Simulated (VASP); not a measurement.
# AlRu (Pm-3m) in VASP: a series of runs

AlRu is run at these levels: PBEsol-based screened hybrid, PBEsol-based global hybrid, PBE-based screened hybrid, PBE0, r2SCAN+U; tasks: single point.

Everything below comes from runs of VASP 6.6.1. Logs are shortened: lines on timing, memory, paths and dates and some standing lists are left out, and cuts for length are marked.

## Step 1: The cell of the first run

Symmetry: Pm-3m, No. 221, cubic system. Conventional cell: a = 2.961 Å, b = 2.961 Å, c = 2.961 Å, α = 90.00°, β = 90.00°, γ = 90.00°. Ru (site symmetry m-3m) has 8 Al at 2.56 Å and 6 Ru at 2.96 Å within 3.4 Å. Al (site symmetry m-3m) has 8 Ru at 2.56 Å and 6 Al at 2.96 Å within 3.4 Å.

## Step 2: Single point, PBEsol-based screened hybrid

Contents of POSCAR:

```
AlRu
1.0
    2.9609714550      0.0000000000      0.0000000000
    0.0000000000      2.9609714550      0.0000000000
    0.0000000000      0.0000000000      2.9609714550
Ru Al
1 1
Direct
    0.5000000000      0.5000000000      0.5000000000
    0.0000000000      0.0000000000      0.0000000000
```

Contents of INCAR.step1:

```
ALGO = Normal ; EDIFF = 1E-5
ENCUT = 520 ; GGA = PE
ISIF = 2 ; ISMEAR = -1
LASPH = True ; LCHARG = False
LREAL = False ; LWAVE = True
NBANDS = 16 ; NELM = 60
PREC = Accurate ; SIGMA = 0.05
```

Contents of INCAR.step2:

```
AEXX = 0.25 ; ALGO = Normal
EDIFF = 1E-7 ; ENCUT = 520
GGA = PS ; HFSCREEN = 0.207
ISIF = 2 ; ISMEAR = -1
ISTART = 1 ; LASPH = True
LCHARG = False ; LHFCALC = True
LREAL = False ; LWAVE = False
NBANDS = 16 ; NELM = 60
PREC = Accurate ; PRECFOCK = Normal
SIGMA = 0.05
```

Contents of KPOINTS:

```
k-points
0
Gamma
  5 5 5
```

Potentials or basis: VASP PAW PBE potentials, release 64 (Ru_pv, Al).

On the command line:

```bash
cat potpaw_PBE.64/Ru_pv/POTCAR potpaw_PBE.64/Al/POTCAR > POTCAR
cp INCAR.step1 INCAR
mpirun -np 1 vasp_std > vasp.out
cp INCAR.step2 INCAR
mpirun -np 1 vasp_std > vasp.out
```

OUTCAR:

```text
AEXX = 0.25
   EDIFF = 1E-7
   ENCUT = 520
   GGA = PS
   HFSCREEN = 0.207
   ISIF = 2
   ISMEAR = -1
   ISTART = 1
   LASPH = True
   LHFCALC = True
   LREAL = False
   NELM = 60
   PREC = Accurate
   PRECFOCK = Normal

 ion  position               nearest neighbor table
   1  0.500  0.500  0.500-   2 2.56   2 2.56   2 2.56   2 2.56   2 2.56   2 2.56   2 2.56   2 2.56

   2  0.000  0.000  0.000-   1 2.56   1 2.56   1 2.56   1 2.56   1 2.56   1 2.56   1 2.56   1 2.56

  LATTYP: Found a simple cubic cell.
 ALAT       =     2.9609714550

  Lattice vectors:

 A1 = (   2.9609714550,   0.0000000000,   0.0000000000)
 A2 = (   0.0000000000,   2.9609714550,   0.0000000000)
 A3 = (   0.0000000000,   0.0000000000,   2.9609714550)

Analysis of symmetry for initial positions (statically):
=====================================================================
 Subroutine PRICEL returns:
 Original cell was already a primitive cell.

 Routine SETGRP: Setting up the symmetry group for a
 simple cubic supercell.

 Subroutine GETGRP returns: Found 48 space group operations
[... 9 lines left out ...]

 Routine SETGRP: Setting up the symmetry group for a
 simple cubic supercell.

 Subroutine GETGRP returns: Found 48 space group operations
[... 11 lines left out ...]
                                     Primitive cell

  volume of cell :      25.9599

  direct lattice vectors                    reciprocal lattice vectors
     2.960971455  0.000000000  0.000000000     0.337726998  0.000000000  0.000000000
     0.000000000  2.960971455  0.000000000     0.000000000  0.337726998  0.000000000
     0.000000000  0.000000000  2.960971455     0.000000000  0.000000000  0.337726998

  length of vectors
     2.960971455  2.960971455  2.960971455     0.337726998  0.337726998  0.337726998

  position of ions in fractional coordinates (direct lattice)
     0.500000000  0.500000000  0.500000000
     0.000000000  0.000000000  0.000000000

  ion indices of the primitive-cell ions
   primitive index   ion index
                 1           1
                 2           2

----------------------------------------------------------------------------------------

 KPOINTS: k-points

Automatic generation of k-mesh.
 Grid dimensions read from file:
 generate k-points for:    5    5    5

 Generating k-lattice:

  Cartesian coordinates                     Fractional coordinates (reciprocal lattice)
     0.067545400  0.000000000  0.000000000     0.200000000  0.000000000  0.000000000
     0.000000000  0.067545400  0.000000000     0.000000000  0.200000000  0.000000000
     0.000000000  0.000000000  0.067545400     0.000000000  0.000000000  0.200000000

  Length of vectors
     0.067545400  0.067545400  0.067545400

  Shift w.r.t. Gamma in fractional coordinates (k-lattice)
     0.000000000  0.000000000  0.000000000

 Subroutine IBZKPT returns following result:
 ===========================================

 Found     10 irreducible k-points:

 Following reciprocal coordinates:
            Coordinates               Weight
  0.000000  0.000000  0.000000      1.000000
  0.200000  0.000000  0.000000      6.000000
  0.400000  0.000000  0.000000      6.000000
  0.200000  0.200000  0.000000     12.000000
  0.400000  0.200000  0.000000     24.000000
  0.400000  0.400000  0.000000     12.000000
  0.200000  0.200000  0.200000      8.000000
  0.400000  0.200000  0.200000     24.000000
  0.400000  0.400000  0.200000     24.000000
  0.400000  0.400000  0.400000      8.000000
   k-points           NKPTS =     10   k-points in BZ     NKDIM =    125   number of bands    NBANDS=     16
   number of dos      NEDOS =    301   number of ions     NIONS =      2
   total plane-waves  NPLWV =  13824
   dimension x,y,z NGX =    24 NGY =   24 NGZ =   24
   dimension x,y,z NGXF=    48 NGYF=   48 NGZF=   48
   ions per type =               1   1
   NGX,Y,Z   is equivalent  to a cutoff of  13.47, 13.47, 13.47 a.u.
   NGXF,Y,Z  is equivalent  to a cutoff of  26.95, 26.95, 26.95 a.u.
 SYSTEM =  unknown system
   PREC   = accura    normal or accurate (medium, high low for compatibility)
   ISTART =      1    job   : 0-new  1-cont  2-samecut
   ICHARG =      0    charge: 1-file 2-atom 10-const
   ISPIN  =      1    spin polarized calculation?
   LNONCOLLINEAR =      F non collinear calculations
   LSORBIT =      F    spin-orbit coupling
   LASPH  =      T    aspherical Exc in radial PAW
   ENCUT  =  520.0 eV  38.22 Ry    6.18 a.u.   5.51  5.51  5.51*2*pi/ulx,y,z
   NELM   =     60;   NELMIN=  2; NELMDL=  0     # of ELM steps
   EDIFF  = 0.1E-06   stopping-criterion for ELM
   LREAL  =      F    real-space projection
   EDIFFG = 0.1E-05   stopping-criterion for IOM
   NSW    =      0    number of steps for IOM
   IBRION =     -1    ionic relax: 0-MD 1-quasi-New 2-CG
   NFREE  =      0    steps in history (QN), initial steepest desc. (CG)
   ISIF   =      2    stress and relaxation
   ISYM   =      3    0-nonsym 1-usesym 2-fastsym
   POTIM  = 0.5000    time-step for ionic-motion
   TEBEG  =    0.0;   TEEND  =   0.0 temperature during run
   PSTRESS=    0.0 pullay stress
   NELECT =      17.0000    total number of electrons
   NUPDOWN=      -1.0000    fix difference up-down
   EMIN   =  10.00;   EMAX   =-10.00  energy-range for DOS
   EFERMI =   0.00;   METHOD = LEGACY
   ISMEAR =    -1;   SIGMA  =   0.05  broadening in eV -4-tet -1-fermi 0-gaus
   EFERMI_NEDOS =   21; number of points for ismear=-14 and -15
   IALGO  =     38    algorithm
   IMIX   =      1    mixing-type and parameters
     AMIX     =   0.40;   BMIX     =  1.00
     AMIX_MAG =   1.60;   BMIX_MAG =  1.00
  volume/ion in A,a.u.               =      12.98        87.59
  Fermi-wavevector in a.u.,A,eV,Ry     =   1.421642  2.686514 27.498273  2.021066
  Thomas-Fermi vector in A             =   2.542430
   LORBIT       =      0    0 simple, 1 ext, 2 COOP (PROOUT), +10 PAW based schemes
   GGA     = PS    functional components
   LHFCALC =     T    Hartree Fock is set to
   PRECFOCK=normal    Normal, Fast or Accurate (Low or Medium for compatibility)
   ENCUT4O =  -1.0   cutoff for four orbital integrals eV
   NKREDX  =     1    reduce k-point grid by
   NKREDY  =     1    reduce k-point grid by
   NKREDZ  =     1    reduce k-point grid by
   AEXX    =    0.2500 exact exchange contribution
   HFSCREEN=    0.2070 screening length (either q_TF or 0.3 A-1)
   HFSCREENC=   0.2070 screening length for correlation (either q_TF or 0.3 A-1)
   ENCUTFOCK=  -1.0 apply spherical cutoff to Coloumb kernel
   IVDW    =     0    specifies the selected vdW correction
   LEPSILON=     F    determine dielectric tensor
   LRPA    =     F    only Hartree local field effects (RPA)
 non-spin polarized calculation
  energy-cutoff  :      520.00
  volume of cell :       25.96
 maximum number of plane-waves:       739
 NGX is ok and might be reduce to    24
  NGX = 18; NGY = 18; NGZ = 18

 number of electron      16.9999998 magnetization

 Free energy of the ion-electron system (eV)
  ---------------------------------------------------
  ext. energy  EPLUGINS =         0.00000000
  ---------------------------------------------------
  free energy    TOTEN  =       -17.40059069 eV

  energy without entropy =      -17.38225240  energy(sigma->0) =      -17.39142154

 E-fermi :  10.9827     XC(G=0): -10.4464

 val. band max:       10.8384167110   @ k =   0.4000   0.0000   0.0000
 cond. band min:      11.0165251081   @ k =   0.4000   0.4000   0.2000
 fundamental gap:      0.1781083971
 Fermi energy:        10.9826534738

 k-point     1 :       0.0000    0.0000    0.0000
  band No.  band energies     occupation
      1     -33.6812      2.00000
      2     -33.6812      2.00000
      3     -33.6812      2.00000
      4      -0.2751      2.00000
      5       6.5498      2.00000
      6       6.5499      2.00000
[... 8 lines left out ...]
     15      27.2653      0.00000
     16      27.8721      0.00000

 k-point     2 :       0.2000    0.0000    0.0000
  band No.  band energies     occupation
      1     -33.7828      2.00000
      2     -33.6738      2.00000
      3     -33.6738      2.00000
      4       0.5904      2.00000
      5       6.7447      2.00000
      6       6.8482      2.00000
[... 8 lines left out ...]
     15      27.2665      0.00000
     16      29.9095      0.00000

 k-point     3 :       0.4000    0.0000    0.0000
  band No.  band energies     occupation
      1     -33.9451      2.00000
      2     -33.6616      2.00000
      3     -33.6616      2.00000
      4       2.8623      2.00000
      5       5.6536      2.00000
      6       7.4039      2.00000
[... 8 lines left out ...]
     15      26.2895      0.00000
     16      26.2993      0.00000

 k-point     4 :       0.2000    0.2000    0.0000
  band No.  band energies     occupation
      1     -33.7770      2.00000
      2     -33.7715      2.00000
      3     -33.6663      2.00000
      4       1.3903      2.00000
      5       6.8753      2.00000
      6       7.2423      2.00000
[... 8 lines left out ...]
     15      27.2664      0.00000
     16      27.8274      0.00000

 k-point     5 :       0.4000    0.2000    0.0000
  band No.  band energies     occupation
      1     -33.9352      2.00000
      2     -33.7602      2.00000
      3     -33.6542      2.00000
      4       3.3715      2.00000
      5       5.7409      2.00000
      6       7.8691      2.00000
[... 8 lines left out ...]
     15      26.1052      0.00000
     16      27.2663      0.00000

 k-point     6 :       0.4000    0.4000    0.0000
  band No.  band energies     occupation
      1     -33.9199      2.00000
      2     -33.9179      2.00000
      3     -33.6421      2.00000
      4       3.6930      2.00000
      5       6.5459      2.00000
      6       8.8384      2.00000
[... 8 lines left out ...]
     15      27.2451      0.00000
     16      27.2662      0.00000

 k-point     7 :       0.2000    0.2000    0.2000
  band No.  band energies     occupation
      1     -33.7710      2.00000
      2     -33.7634      2.00000
      3     -33.7634      2.00000
      4       2.1091      2.00000
      5       7.3113      2.00000
      6       7.3113      2.00000
[... 8 lines left out ...]
     15      25.7022      0.00000
     16      27.2665      0.00000

 k-point     8 :       0.4000    0.2000    0.2000
  band No.  band energies     occupation
      1     -33.9257      2.00000
      2     -33.7545      2.00000
      3     -33.7501      2.00000
      4       3.7549      2.00000
      5       6.2485      2.00000
      6       7.1241      2.00000
[... 8 lines left out ...]
     15      26.8462      0.00000
     16      27.2662      0.00000

 k-point     9 :       0.4000    0.4000    0.2000
  band No.  band energies     occupation
      1     -33.9109      2.00000
      2     -33.9089      2.00000
      3     -33.7393      2.00000
      4       4.0909      2.00000
      5       6.4324      2.00000
      6       6.8158      2.00000
[... 8 lines left out ...]
     15      24.5944      0.00000
     16      27.2660      0.00000

 k-point    10 :       0.4000    0.4000    0.4000
  band No.  band energies     occupation
      1     -33.8968      2.00000
      2     -33.8935      2.00000
      3     -33.8935      2.00000
      4       4.7860      2.00000
      5       5.5160      2.00000
      6       5.5160      2.00000
[... 8 lines left out ...]
     15      21.6673      0.00000
     16      27.1443      0.00000

------------------------ aborting loop because EDIFF is reached ----------------------------------------

  FORCE on cell =-STRESS in cart. coord.  units (eV):
  Direction    XX          YY          ZZ          XY          YZ          ZX
  --------------------------------------------------------------------------------------
  -------------------------------------------------------------------------------------
  Total        0.0468063      0.0468063      0.0468063      0.0000000      0.0000000     -0.0000000
  in kB        2.8887648      2.8887648      2.8887648      0.0000000      0.0000000     -0.0000000
  external PRESSURE =       2.8887648 kB  Pullay stress =       0.0000000 kB

 VOLUME and BASIS-vectors are now :
 -----------------------------------------------------------------------------
  energy-cutoff  :      520.00
  volume of cell :       25.96
      direct lattice vectors                 reciprocal lattice vectors
     2.960971455  0.000000000  0.000000000     0.337726998  0.000000000  0.000000000
     0.000000000  2.960971455  0.000000000     0.000000000  0.337726998  0.000000000
     0.000000000  0.000000000  2.960971455     0.000000000  0.000000000  0.337726998

 POSITION                                       TOTAL-FORCE (eV/Angst)
 -----------------------------------------------------------------------------------
      1.48049      1.48049      1.48049         0.000000      0.000000      0.000000
      0.00000      0.00000      0.00000         0.000000      0.000000      0.000000
 -----------------------------------------------------------------------------------
    total drift:                               -0.000169      0.000061     -0.000238

  FREE ENERGIE OF THE ION-ELECTRON SYSTEM (eV)
  ---------------------------------------------------
  free  energy   TOTEN  =       -17.4005906880 eV

  energy  without entropy=      -17.3822524019  energy(sigma->0) =      -17.39142154
```

Run time: 12 min. Hardware: 1 thread of Intel Xeon 6975P-C, shared host; peak memory 0.25 GiB.

What came out:

| Quantity | Value |
| --- | --- |
| Free energy | -17.4006 eV |
| Pressure | 0.3 GPa |

Levels at points of the mesh, in eV from the Fermi level:
| k point | band 6 | band 7 | band 8 | band 9 | band 10 | band 11 | band 12 | band 13 |
| --- | --- | --- | --- | --- | --- | --- | --- | --- |
| (0.00, 0.00, 0.00) | -4.43 | -0.41 | -0.41 | -0.41 | 6.82 | 6.82 | 6.82 | 12.27 |

Caveat: the k points lie up to 0.42 Å⁻¹ apart; the PAW data sets were made with another functional, which shifts forces and pressure a little.

(Continued in part 2 of 3.)
